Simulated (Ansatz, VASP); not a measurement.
# One calculation of MoS2, two programs

INCAR

```
SYSTEM = MoS2
ALGO = Normal
EDIFF = 1E-6
ENCUT = 520
GGA = PE
ISIF = 2
ISMEAR = -1
LASPH = .True.
LCHARG = .False.
LREAL = .False.
LWAVE = .False.
NBANDS = 35
NELM = 100
PREC = Accurate
SIGMA = 0.02
```

The input KPOINTS:

```
k-points
0
Gamma
  12 12 2
  0 0 0
```

The input POSCAR:

```
MoS2
1.0
    3.2999407265      0.0000000000      0.0000000000
   -1.6499703633      2.8578325001      0.0000000000
    0.0000000000      0.0000000000     12.2396518206
Mo S
2 4
Direct
    0.3333333333      0.6666666667      0.2500000000
    0.6666666667      0.3333333333      0.7500000000
    0.6666666667      0.3333333333      0.3739781893
    0.6666666667      0.3333333333      0.1260218107
    0.3333333333      0.6666666667      0.8739781893
    0.3333333333      0.6666666667      0.6260218107
```

Input for Ansatz:

```yaml
crystal:
  lattice:
    - [3.2999407265, 0.0, 0.0]
    - [-1.6499703633, 2.8578325001, 0.0]
    - [0.0, 0.0, 12.2396518206]
  atoms:
    - { symbol: Mo, position: [0.3333333333, 0.6666666667, 0.25] }
    - { symbol: Mo, position: [0.6666666667, 0.3333333333, 0.75] }
    - { symbol: S, position: [0.6666666667, 0.3333333333, 0.3739781893] }
    - { symbol: S, position: [0.6666666667, 0.3333333333, 0.1260218107] }
    - { symbol: S, position: [0.3333333333, 0.6666666667, 0.8739781893] }
    - { symbol: S, position: [0.3333333333, 0.6666666667, 0.6260218107] }
kpoints:
  mp_grid: { grid: [12, 12, 2] }
  band_path:
    path:
      - [0.0, 0.0, 0.0]
      - [0.5, 0.0, 0.0]
      - [0.3333333333, 0.3333333333, 0.0]
      - [0.0, 0.0, 0.5]
      - [0.5, 0.0, 0.5]
      - [0.3333333333, 0.3333333333, 0.5]
      - [0.333333, 0.333333, 0.291667]
    npoints: 1
hamiltonian:
  xc: pbe
scf:
  occupations: { method: fermi_dirac, width: 0.02 }
  n_extra_bands: 5
output:
  forces: true
  stress: true
  eigenvalues: true
```

Change from the starting cell: epitaxial_xy strain +4.0%.

Alike in both runs: task single point; functional PBE; k mesh 12 × 12 × 2; occupations fermi-dirac, width 0.02 eV; no spin polarisation.

|  | VASP | Ansatz |
| --- | --- | --- |
| version | VASP 6.6.1 | Ansatz 0.2.0 |
| potentials or method | VASP PAW PBE potentials, release 64 (Mo_sv, S) | plane waves, PAW |
| plane-wave cutoff (eV) | 520 | 420 |
| valence electrons in the cell | 52 | 52 |

```tsv
	VASP	Ansatz	Ansatz less VASP
pressure (GPa)	-4.3	-4.2	+0.12
traceless stress, the component that is largest in VASP (GPa)	6.96	6.99	+0.026
rms of the force components (eV/Å)	0.031	0.037	+0.0053
```

Atom by atom the forces differ by 0.005 eV/Å (rms over components).
